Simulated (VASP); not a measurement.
Here is a VASP 6.6.1 calculation.

File INCAR:

```
  ALGO = Normal
  EDIFF = 1E-6
  EDIFFG = -0.04
  ENCUT = 600
  GGA = PE
  IBRION = 2
  ISIF = 3
  ISMEAR = 0
  LASPH = True
  LCHARG = False
  LREAL = False
  LWAVE = False
  NELM = 60
  NSW = 90
  PREC = Accurate
  SIGMA = 0.1
```

The input KPOINTS:

```
k-points
0
Gamma
  4 4 4
```

The input POSCAR:

```
BaBe
1.0
    0.0000000000      3.5141626876      5.1836410982
    3.0695090592      0.0000000000      5.1836410982
    3.0695090592      3.5141626876      0.0000000000
Ba Be
2 2
Direct
    0.0000000000      0.5000000000      0.0000000000
    0.5000000000      0.0000000000      0.5000000000
    0.1250000000      0.1250000000      0.8750000000
    0.8750000000      0.8750000000      0.1250000000
```

Potentials or basis: VASP PAW PBE potentials, release 64 (Ba_sv, Be).

Launch:

```bash
$ cat potpaw_PBE.64/Ba_sv/POTCAR potpaw_PBE.64/Be/POTCAR > POTCAR
$ mpirun -np 1 vasp_std > vasp.out
```

Question: What does it give for the band gap on the k mesh?

Answer: Zero (bands 12 and 13 overlap by 0.21 eV).

Question: Predict the space group after relaxing (to 0.1 Å).

Answer: Fmmm (No. 69).

Stress tensor (GPa, compression positive):
```
 0.04  0.00  0.00
 0.00 -0.04  0.00
 0.00  0.00  0.03
```

Caveat: the k points lie up to 0.30 Å⁻¹ apart in the final cell; spin-orbit coupling is left out, which moves the levels of the heavy elements.
